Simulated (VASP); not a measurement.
# KI (Imm2) in VASP: notebook

Runs on KI. Level: PBEsol. Tasks: single point.

Everything below comes from runs of VASP 6.6.1. Logs are shortened: lines on timing, memory, paths and dates and some standing lists are left out, and cuts for length are marked.

### 1 The cell of the first run

The structure is orthorhombic, space group Imm2 (No. 44). Conventional cell: a = 4.984 Å, b = 7.049 Å, c = 4.984 Å, α = 90.00°, β = 90.00°, γ = 90.00°. K (site symmetry mm2) has 6 I at 3.47 to 3.58 Å within 4.6 Å. I (site symmetry mm2) has 6 K at 3.47 to 3.58 Å within 4.6 Å.

### 2 Single point, PBEsol (all K atoms moved +0.075 Å, as atom 1 along Cartesian [1 -1 0])

Contents of INCAR:

```
SYSTEM = KI
PREC = Accurate ; ENCUT = 520
EDIFF = 1E-6 ; ISMEAR = 0
SIGMA = 0.05 ; LREAL = .False.
LASPH = .True. ; NELM = 60
ALGO = Normal ; ISIF = 2
LWAVE = .False. ; LCHARG = .False.
GGA = PS ; NBANDS = 15
```

Contents of KPOINTS:

```
regular mesh
0
Gamma
  6 6 6
  0 0 0
```

Contents of POSCAR:

```
KI
1.0
    0.0000000000      3.5245500000      3.5245500000
    3.5245500000      0.0000000000      3.5245500000
    3.5245500000      3.5245500000      0.0000000000
K I
1 1
Direct
   -0.0150467460      0.0150467460      0.0000000000
    0.5000000000      0.5000000000      0.5000000000
```

Potentials or basis: VASP PAW PBE potentials, release 64 (K_sv, I).

The run is started by

```sh
$ cat potpaw_PBE.64/K_sv/POTCAR potpaw_PBE.64/I/POTCAR > POTCAR
$ mpirun -np 1 vasp_std > vasp.out
```

OUTCAR:

```text
SYSTEM = KI
   PREC = Accurate
   ENCUT = 520
   EDIFF = 1E-6
   ISMEAR = 0
   LREAL = .False.
   LASPH = .True.
   NELM = 60
   ISIF = 2
   GGA = PS

 ion  position               nearest neighbor table
   1  0.985  0.015  0.000-   2 3.47   2 3.47   2 3.53   2 3.53   2 3.58   2 3.58
   2  0.500  0.500  0.500-   1 3.47   1 3.47   1 3.53   1 3.53   1 3.58   1 3.58

  LATTYP: Found a face centered cubic cell.
 ALAT       =     7.0491000000

  Lattice vectors:

 A1 = (   0.0000000000,   3.5245500000,   3.5245500000)
 A2 = (   3.5245500000,   0.0000000000,   3.5245500000)
 A3 = (   3.5245500000,   3.5245500000,   0.0000000000)

Analysis of symmetry for initial positions (statically):
=====================================================================
 Subroutine PRICEL returns:
 Original cell was already a primitive cell.

 Routine SETGRP: Setting up the symmetry group for a
 face centered cubic supercell.

 Subroutine GETGRP returns: Found  4 space group operations
 (whereof  4 operations were pure point group operations)
 out of a pool of 48 trial point group operations.

The static configuration has the point symmetry C_2v.

Analysis of symmetry for dynamics (positions and initial velocities):
=====================================================================
 Subroutine PRICEL returns:
 Original cell was already a primitive cell.

 Routine SETGRP: Setting up the symmetry group for a
 face centered cubic supercell.

 Subroutine GETGRP returns: Found  4 space group operations
 (whereof  4 operations were pure point group operations)
 out of a pool of 48 trial point group operations.

The dynamic configuration has the point symmetry C_2v.

 Subroutine INISYM returns: Found  4 space group operations
 (whereof  4 operations are pure point group operations),
 and found     1 'primitive' translations

----------------------------------------------------------------------------------------

                                     Primitive cell

  volume of cell :      87.5671

  direct lattice vectors                    reciprocal lattice vectors
     0.000000000  3.524550000  3.524550000    -0.141862082  0.141862082  0.141862082
     3.524550000  0.000000000  3.524550000     0.141862082 -0.141862082  0.141862082
     3.524550000  3.524550000  0.000000000     0.141862082  0.141862082 -0.141862082

  length of vectors
     4.984466411  4.984466411  4.984466411     0.245712333  0.245712333  0.245712333

  position of ions in fractional coordinates (direct lattice)
     0.984953254  0.015046746  0.000000000
     0.500000000  0.500000000  0.500000000

  ion indices of the primitive-cell ions
   primitive index   ion index
                 1           1
                 2           2

----------------------------------------------------------------------------------------

 KPOINTS: regular mesh

Automatic generation of k-mesh.
 Grid dimensions read from file:
 generate k-points for:    6    6    6

 Generating k-lattice:

  Cartesian coordinates                     Fractional coordinates (reciprocal lattice)
    -0.023643680  0.023643680  0.023643680     0.166666667  0.000000000  0.000000000
     0.023643680 -0.023643680  0.023643680     0.000000000  0.166666667  0.000000000
     0.023643680  0.023643680 -0.023643680     0.000000000  0.000000000  0.166666667

  Length of vectors
     0.040952056  0.040952056  0.040952056

  Shift w.r.t. Gamma in fractional coordinates (k-lattice)
     0.000000000  0.000000000  0.000000000

 Subroutine IBZKPT returns following result:
 ===========================================

 Found     46 irreducible k-points:

 Following reciprocal coordinates:
            Coordinates               Weight
  0.000000  0.000000  0.000000      1.000000
  0.166667  0.000000  0.000000      4.000000
  0.000000  0.000000  0.166667      4.000000
  0.333333  0.000000  0.000000      4.000000
  0.000000  0.000000  0.333333      4.000000
  0.500000  0.000000  0.000000      2.000000
[... 16 lines left out ...]
  0.000000 -0.166667  0.166667      8.000000
  0.166667  0.166667  0.333333      2.000000
 [... further k-points ...]
   k-points           NKPTS =     46   k-points in BZ     NKDIM =     46   number of bands    NBANDS=     15
   number of dos      NEDOS =    301   number of ions     NIONS =      2
   total plane-waves  NPLWV =  64000
   dimension x,y,z NGX =    40 NGY =   40 NGZ =   40
   dimension x,y,z NGXF=    80 NGYF=   80 NGZF=   80
   ions per type =               1   1
   NGX,Y,Z   is equivalent  to a cutoff of  13.34, 13.34, 13.34 a.u.
   NGXF,Y,Z  is equivalent  to a cutoff of  26.68, 26.68, 26.68 a.u.
 SYSTEM =  KI
   PREC   = accura    normal or accurate (medium, high low for compatibility)
   ISTART =      0    job   : 0-new  1-cont  2-samecut
   ICHARG =      2    charge: 1-file 2-atom 10-const
   ISPIN  =      1    spin polarized calculation?
   LNONCOLLINEAR =      F non collinear calculations
   LSORBIT =      F    spin-orbit coupling
   LASPH  =      T    aspherical Exc in radial PAW
   ENCUT  =  520.0 eV  38.22 Ry    6.18 a.u.   9.27  9.27  9.27*2*pi/ulx,y,z
   NELM   =     60;   NELMIN=  2; NELMDL= -5     # of ELM steps
   EDIFF  = 0.1E-05   stopping-criterion for ELM
   LREAL  =      F    real-space projection
   EDIFFG = 0.1E-04   stopping-criterion for IOM
   NSW    =      0    number of steps for IOM
   IBRION =     -1    ionic relax: 0-MD 1-quasi-New 2-CG
   NFREE  =      0    steps in history (QN), initial steepest desc. (CG)
   ISIF   =      2    stress and relaxation
   ISYM   =      2    0-nonsym 1-usesym 2-fastsym
   POTIM  = 0.5000    time-step for ionic-motion
   TEBEG  =    0.0;   TEEND  =   0.0 temperature during run
   PSTRESS=    0.0 pullay stress
   NELECT =      16.0000    total number of electrons
   NUPDOWN=      -1.0000    fix difference up-down
   EMIN   =  10.00;   EMAX   =-10.00  energy-range for DOS
   EFERMI =   0.00;   METHOD = LEGACY
   ISMEAR =     0;   SIGMA  =   0.05  broadening in eV -4-tet -1-fermi 0-gaus
   EFERMI_NEDOS =   21; number of points for ismear=-14 and -15
   IALGO  =     38    algorithm
   IMIX   =      4    mixing-type and parameters
     AMIX     =   0.40;   BMIX     =  1.00
     AMIX_MAG =   1.60;   BMIX_MAG =  1.00
  volume/ion in A,a.u.               =      43.78       295.47
  Fermi-wavevector in a.u.,A,eV,Ry     =   0.928969  1.755497 11.741598  0.862983
  Thomas-Fermi vector in A             =   2.055202
   LORBIT       =      0    0 simple, 1 ext, 2 COOP (PROOUT), +10 PAW based schemes
   GGA     = PS    functional components
   LHFCALC =     F    Hartree Fock is set to
   AEXX    =    0.0000 exact exchange contribution
   IVDW    =     0    specifies the selected vdW correction
   LEPSILON=     F    determine dielectric tensor
   LRPA    =     F    only Hartree local field effects (RPA)
 non-spin polarized calculation
 Gauss-broadening in eV      SIGMA  =   0.05
  energy-cutoff  :      520.00
  volume of cell :       87.57
 maximum number of plane-waves:      2397
 NGX is ok and might be reduce to    40
   NGX = 19   NGY = 19   NGZ = 19

 number of electron      15.9999999 magnetization

 Free energy of the ion-electron system (eV)
  ---------------------------------------------------
  ext. energy  EPLUGINS =         0.00000000
  ---------------------------------------------------
  free energy    TOTEN  =        -5.81258046 eV

  energy without entropy =       -5.81258046  energy(sigma->0) =       -5.81258046

 E-fermi :  -0.2221     XC(G=0):  -7.3704

 val. band max:       -0.4740611309   @ k =   0.0000   0.0000   0.0000
 cond. band min:       3.3550920041   @ k =   0.0000   0.0000   0.0000
 fundamental gap:      3.8291531350
 Fermi energy:        -0.2220949988

 k-point     1 :       0.0000    0.0000    0.0000
  band No.  band energies     occupation
      1     -28.7860      2.00000
      2     -12.3406      2.00000
      3     -12.3398      2.00000
      4     -12.3394      2.00000
      5     -11.0203      2.00000
      6      -0.4750      2.00000
      7      -0.4743      2.00000
      8      -0.4741      2.00000
      9       3.3551      0.00000
     10       5.9506      0.00000
     11       5.9554      0.00000
     12       5.9591      0.00000
     13       6.7008      0.00000
     14       6.7049      0.00000
     15       9.1296      0.00000

 k-point     2 :       0.1667    0.0000    0.0000
  band No.  band energies     occupation
      1     -28.7854      2.00000
      2     -12.3882      2.00000
      3     -12.3405      2.00000
      4     -12.3402      2.00000
      5     -10.9400      2.00000
      6      -0.9108      2.00000
      7      -0.5687      2.00000
      8      -0.5676      2.00000
      9       3.9917      0.00000
     10       5.8596      0.00000
     11       6.2446      0.00000
     12       6.2491      0.00000
     13       7.0253      0.00000
     14       7.0264      0.00000
     15      10.0411      0.00000

 k-point     3 :       0.0000    0.0000    0.1667
  band No.  band energies     occupation
      1     -28.7854      2.00000
      2     -12.3883      2.00000
      3     -12.3406      2.00000
      4     -12.3402      2.00000
      5     -10.9397      2.00000
      6      -0.9114      2.00000
      7      -0.5679      2.00000
      8      -0.5669      2.00000
      9       3.9917      0.00000
     10       5.8513      0.00000
     11       6.2444      0.00000
     12       6.2494      0.00000
     13       7.0257      0.00000
     14       7.0345      0.00000
     15      10.0438      0.00000
[... 343 lines left out ...]
 k-point    23 :       0.0000   -0.1667    0.1667
  band No.  band energies     occupation
      1     -28.7847      2.00000
      2     -12.4298      2.00000
      3     -12.3502      2.00000
      4     -12.3391      2.00000
      5     -10.8538      2.00000
      6      -1.2829      2.00000
      7      -0.7278      2.00000
      8      -0.6859      2.00000
      9       4.7240      0.00000
     10       5.6793      0.00000
     11       6.5148      0.00000
     12       6.8226      0.00000
     13       7.5195      0.00000
     14       7.6864      0.00000
     15       9.5116      0.00000

 k-point    24 :       0.1667    0.1667    0.3333
  band No.  band energies     occupation
      1     -28.7847      2.00000
      2     -12.4304      2.00000
      3     -12.3497      2.00000
      4     -12.3394      2.00000
      5     -10.8534      2.00000
      6      -1.2828      2.00000
      7      -0.7284      2.00000
      8      -0.6847      2.00000
      9       4.7225      0.00000
     10       5.6821      0.00000
     11       6.5230      0.00000
     12       6.8092      0.00000
     13       7.4714      0.00000
     14       7.7394      0.00000
     15       9.5079      0.00000

 [... further k-points ...]

------------------------ aborting loop because EDIFF is reached ----------------------------------------

  FORCE on cell =-STRESS in cart. coord.  units (eV):
  Direction    XX          YY          ZZ          XY          YZ          ZX
  --------------------------------------------------------------------------------------
  -------------------------------------------------------------------------------------
  Total       -0.0720443     -0.0720443     -0.0947717      0.0051154      0.0000000      0.0000000
  in kB       -1.3181626     -1.3181626     -1.7339961      0.0935945      0.0000000      0.0000000
  external PRESSURE =      -1.4567738 kB  Pullay stress =       0.0000000 kB

 VOLUME and BASIS-vectors are now :
 -----------------------------------------------------------------------------
  energy-cutoff  :      520.00
  volume of cell :       87.57
      direct lattice vectors                 reciprocal lattice vectors
     0.000000000  3.524550000  3.524550000    -0.141862082  0.141862082  0.141862082
     3.524550000  0.000000000  3.524550000     0.141862082 -0.141862082  0.141862082
     3.524550000  3.524550000  0.000000000     0.141862082  0.141862082 -0.141862082

 POSITION                                       TOTAL-FORCE (eV/Angst)
 -----------------------------------------------------------------------------------
      0.05303      3.47152      3.52455        -0.053319      0.053319      0.000000
      3.52455      3.52455      3.52455         0.053319     -0.053319      0.000000
 -----------------------------------------------------------------------------------
    total drift:                                0.000101     -0.000101      0.000000

  FREE ENERGIE OF THE ION-ELECTRON SYSTEM (eV)
  ---------------------------------------------------
  free  energy   TOTEN  =        -5.8125804574 eV

  energy  without entropy=       -5.8125804574  energy(sigma->0) =       -5.81258046
```

Wall time 35 s (1 thread of Intel Xeon 6975P-C (Granite Rapids), shared host); peak memory 0.26 GiB.

Results:

```
Free energy            : -5.8126 eV
Pressure               : -0.1 GPa
Largest force          : 0.075 eV/Å
Band gap on the k mesh : 3.83 eV, direct
```

Forces on the atoms (eV/Å):
```
K   -0.053  0.053  0.000
I    0.053 -0.053  0.000
```

Caveat: the cell differs from its parent crystal (all K atoms moved +0.075 Å, as atom 1 along Cartesian [1 -1 0]); the PAW data sets were made with another functional, which shifts forces and pressure a little; spin-orbit coupling is left out, which moves the levels of the heavy elements.

### 3 Single point, PBEsol (all K atoms moved +0.113 Å, as atom 1 along Cartesian [1 -1 0])

Contents of INCAR:

```
SYSTEM = KI
  ALGO = Normal
  EDIFF = 1E-6
  ENCUT = 520
  GGA = PS
  ISIF = 2
  ISMEAR = 0
  LASPH = .TRUE.
  LCHARG = .FALSE.
  LREAL = .FALSE.
  LWAVE = .FALSE.
  NBANDS = 15
  NELM = 60
  PREC = Accurate
  SIGMA = 0.05
```

Contents of KPOINTS:

```
k-points
0
G
  6 6 6
  0 0 0
```

Edit POSCAR of step 2 so:

```diff
@@ -8,3 +8,3 @@
 Direct
-   -0.0150467460      0.0150467460      0.0000000000
+   -0.0225701190      0.0225701190      0.0000000000
     0.5000000000      0.5000000000      0.5000000000
```

Potentials or basis: VASP PAW PBE potentials, release 64 (K_sv, I).

The run is started by

```sh
$ cat potpaw_PBE.64/K_sv/POTCAR potpaw_PBE.64/I/POTCAR > POTCAR
$ mpirun -np 1 vasp_std > vasp.out
```

Wall time 29 s (1 thread of Intel Xeon 6975P-C (Granite Rapids), shared host); peak memory 0.26 GiB.

It converged, with:

* Free energy: -5.8090 eV
* Pressure: -0.1 GPa
* Largest force: 0.114 eV/Å
* Band gap on the k mesh: 3.83 eV, direct

Forces on the atoms (eV/Å):
```
K   -0.080  0.080  0.000
I    0.080 -0.080  0.000
```

Stress tensor (GPa, compression positive):
```
-0.09  0.02  0.00
 0.02 -0.09  0.00
 0.00  0.00 -0.18
```

Levels at points of the mesh, in eV from the valence-band top:
```csv
k point,band 5,band 6,band 7,band 8,band 9,band 10,band 11,band 12
"(0.00, 0.00, 0.00)",-10.54,0.00,0.00,0.00,3.83,6.42,6.44,6.44
"(0.50, 0.00, 0.00)",-10.24,-1.36,-0.35,-0.35,5.39,7.62,8.06,8.10
"(0.00, 0.00, 0.50)",-10.24,-1.36,-0.35,-0.34,5.39,7.58,8.05,8.11
"(0.50, 0.50, 0.00)",-10.39,-1.03,-0.38,-0.38,4.83,5.69,8.09,8.69
"(0.00, 0.50, 0.50)",-10.39,-1.03,-0.38,-0.38,4.82,5.69,8.09,8.48
```

Caveat: the cell differs from its parent crystal (all K atoms moved +0.113 Å, as atom 1 along Cartesian [1 -1 0]); the PAW data sets were made with another functional, which shifts forces and pressure a little; spin-orbit coupling is left out, which moves the levels of the heavy elements.

### 4 Single point, PBEsol (all K atoms moved +0.037 Å, as atom 1 along Cartesian [1 -1 0])

Contents of INCAR:

```
SYSTEM = KI
ALGO     = Normal         ! electronic algorithm
EDIFF    = 1E-6           ! SCF threshold, eV
ENCUT    = 520            ! plane-wave cutoff, eV
GGA      = PS             ! functional
ISIF     = 2              ! what is computed and relaxed
ISMEAR   = 0              ! smearing method
LASPH    = .True.         ! aspherical terms in the spheres
LCHARG   = .False.        ! write CHGCAR
LREAL    = .False.        ! projectors in reciprocal space
LWAVE    = .False.        ! write WAVECAR
NBANDS   = 15             ! bands
NELM     = 60             ! most SCF steps
PREC     = Accurate       ! precision mode
SIGMA    = 0.05           ! smearing width, eV
```

Contents of KPOINTS:

```
k-points
0
Gamma
  6 6 6
  0 0 0
```

Edit POSCAR of step 3 so:

```diff
@@ -8,3 +8,3 @@
 Direct
-   -0.0225701190      0.0225701190      0.0000000000
+   -0.0075233730      0.0075233730      0.0000000000
     0.5000000000      0.5000000000      0.5000000000
```

The run is started by

```sh
$ cat potpaw_PBE.64/K_sv/POTCAR potpaw_PBE.64/I/POTCAR > POTCAR
$ mpirun -np 1 vasp_std > vasp.out
```

Run time: 29 s. Hardware: 1 thread of Intel Xeon 6975P-C (Granite Rapids), shared host; peak memory 0.26 GiB.

Results (log left out):

| Quantity | Value |
| --- | --- |
| Free energy | -5.8147 eV |
| Pressure | -0.2 GPa |
| Largest force | 0.038 eV/Å |
| Band gap on the k mesh | 3.83 eV, direct |

Forces on the atoms (eV/Å):
```
K   -0.027  0.027  0.000
I    0.027 -0.027  0.000
```

Levels at points of the mesh, in eV from the valence-band top:
```csv
k point,band 6,band 7,band 8,band 9,band 10,band 11
"(0.00, 0.00, 0.00)",0.00,0.00,0.00,3.83,6.42,6.43
"(0.50, 0.00, 0.00)",-1.37,-0.35,-0.35,5.39,7.63,8.08
"(0.00, 0.00, 0.50)",-1.37,-0.35,-0.35,5.39,7.62,8.08
"(0.50, 0.50, 0.00)",-1.03,-0.38,-0.38,4.81,5.69,8.08
"(0.00, 0.50, 0.50)",-1.03,-0.38,-0.38,4.81,5.69,8.08
```

Caveat: the cell differs from its parent crystal (all K atoms moved +0.037 Å, as atom 1 along Cartesian [1 -1 0]); the PAW data sets were made with another functional, which shifts forces and pressure a little; spin-orbit coupling is left out, which moves the levels of the heavy elements.
